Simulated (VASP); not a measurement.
Set up this calculation in VASP 6.6.1, as the native input.

- Task: single point
- Functional: PBE
- Potentials or basis: VASP PAW PBE potentials, release 64 (Mo_sv, S)
- Cutoff: 520 eV
- k mesh: 6 × 6 × 2
- Occupations: gaussian, width 0.1 eV
- Spin: collinear spin
- Starting moments: [1.0, 1.0, 0.0, 0.0, 0.0, 0.0] μB
- Dipole correction: no
- Further INCAR settings: ALGO = Normal; EDIFF = 1e-07; NBANDS = 39

The structure of MoS2 lies in POSCAR:

```
MoS2
1.0
    3.1922379121      0.0000000000      0.0000000000
   -1.5961189561      2.7645591268      0.0000000000
    0.0000000000      0.0000000000     13.3782940000
Mo S
2 4
Direct
    0.6666666700      0.3333333300      0.2500000000
    0.3333333300      0.6666666700      0.7500000000
    0.6666666700      0.3333333300      0.6330820000
    0.3333333300      0.6666666700      0.3669180000
    0.6666666700      0.3333333300      0.8669180000
    0.3333333300      0.6666666700      0.1330820000
```

These files were run (other wordings do the same):

INCAR

```
SYSTEM = MoS2
PREC     = Accurate       ! precision mode
ENCUT    = 520            ! plane-wave cutoff, eV
EDIFF    = 1E-7           ! SCF threshold, eV
ISMEAR   = 0              ! smearing method
SIGMA    = 0.1            ! smearing width, eV
LREAL    = .FALSE.        ! projectors in reciprocal space
LASPH    = .TRUE.         ! aspherical terms in the spheres
NELM     = 150            ! most SCF steps
ALGO     = Normal         ! electronic algorithm
ISIF     = 2              ! what is computed and relaxed
LWAVE    = .FALSE.        ! write WAVECAR
LCHARG   = .FALSE.        ! write CHGCAR
ISPIN    = 2              ! spin polarisation
MAGMOM   = 1 1 0 0 0 0    ! initial moments
LORBIT   = 11             ! projections on sites
LMAXMIX  = 4              ! l up to which the mixer works
GGA      = PE             ! functional
NBANDS   = 39             ! bands
```

KPOINTS

```
regular mesh
0
G
  6 6 2
  0 0 0
```

Potentials or basis: VASP PAW PBE potentials, release 64 (Mo_sv, S).

The run is started by

```sh
$ cat potpaw_PBE.64/Mo_sv/POTCAR potpaw_PBE.64/S/POTCAR > POTCAR
$ mpirun -np 1 vasp_std > vasp.out
```

Results of the run:

The pressure is -0.6 GPa. The largest force is 0.100 eV/Å. The band gap on the k mesh is 1.22 eV (least direct gap 1.63 eV). The net moment is 0.00 μB per cell and the valence electrons inside the program's atomic spheres are Mo 12.42; S 3.70.

Caveat: this functional lacks dispersion, which binds the layers, so the pressure and a relaxed spacing across them are unreliable.

Run time: 91 s on 1 thread of AMD EPYC 9R45 96-Core Processor (Zen 5) (shared host), peak memory 0.28 GiB.
